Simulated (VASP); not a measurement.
Here is a VASP 6.6.1 calculation.

The input INCAR:

```
PREC = Accurate ; ENCUT = 520
EDIFF = 1E-7 ; ISMEAR = -1
SIGMA = 0.03 ; LREAL = False
LASPH = True ; NELM = 100
ALGO = Normal ; ISIF = 2
LWAVE = False ; LCHARG = False
GGA = PE ; NBANDS = 12
```

The input KPOINTS:

```
regular mesh
0
Gamma
  12 12 12
```

File POSCAR:

```
In
1.0
    3.0868426647      0.0000000000      0.0000000000
    0.0000000000      3.0868426647      0.0000000000
    0.0000000000      0.0000000000      3.0868426647
In
1
Direct
    0.0000000000      0.0000000000      0.0000000000
```

Potentials or basis: VASP PAW PBE potentials, release 64 (In_d).

Launch:

```bash
$ cat potpaw_PBE.64/In_d/POTCAR > POTCAR
$ mpirun -np 1 vasp_std > vasp.out
```

(1) Estimate the pressure.

## Answers

(1) 0.0 GPa.
